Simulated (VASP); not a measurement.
Here is a VASP 6.6.1 calculation.

File POSCAR:

```
HgTe
1.0
    0.0000000000      3.2235000000      3.3685575000
    3.2235000000      0.0000000000      3.3685575000
    3.2235000000      3.2235000000      0.0000000000
Hg Te
1 1
Direct
    0.0000000000      0.0000000000      0.0000000000
    0.7500000000      0.7500000000      0.7500000000
```

File INCAR.step1:

```
SYSTEM = HgTe
ALGO = Normal
EDIFF = 1E-4
ENCUT = 520
GGA = PE
ISMEAR = 0
LASPH = .True.
LCHARG = .False.
LREAL = .False.
LWAVE = .True.
NBANDS = 16
NELM = 80
PREC = Accurate
SIGMA = 0.15
```

Contents of INCAR.step2:

```
SYSTEM = HgTe
ALGO = Normal
EDIFF = 1E-7
ENCUT = 520
ISIF = 2
ISMEAR = 0
ISTART = 1
LASPH = .True.
LCHARG = .False.
LMIXTAU = .True.
LREAL = .False.
LWAVE = .False.
METAGGA = R2SCAN
NBANDS = 16
NELM = 80
PREC = Accurate
SIGMA = 0.15
```

File KPOINTS:

```
k-points
0
Gamma
  14 14 14
  0 0 0
```

Potentials or basis: VASP PAW PBE potentials, release 64 (Hg, Te).

Command:

```bash
$ cat potpaw_PBE.64/Hg/POTCAR potpaw_PBE.64/Te/POTCAR > POTCAR
$ cp INCAR.step1 INCAR
$ mpirun -np 1 vasp_std > vasp.out
$ cp INCAR.step2 INCAR
$ mpirun -np 1 vasp_std > vasp.out
```

What does it give for the pressure?

0.6 GPa.

What does it give for the band gap on the k mesh?

Zero (filled and empty bands touch).

Stress tensor (GPa, compression positive):
```
0.86 0.00 0.00
0.00 0.86 0.00
0.00 0.00 0.12
```

Caveat: the cell differs from its parent crystal (strain +0.0450 x Voigt [0, 0, 1, 0, 0, 0]); semilocal functionals underestimate gaps, and a narrow one can read as zero; the PAW data sets were made with another functional, which shifts forces and pressure a little; spin-orbit coupling is left out, which moves the levels of the heavy elements.
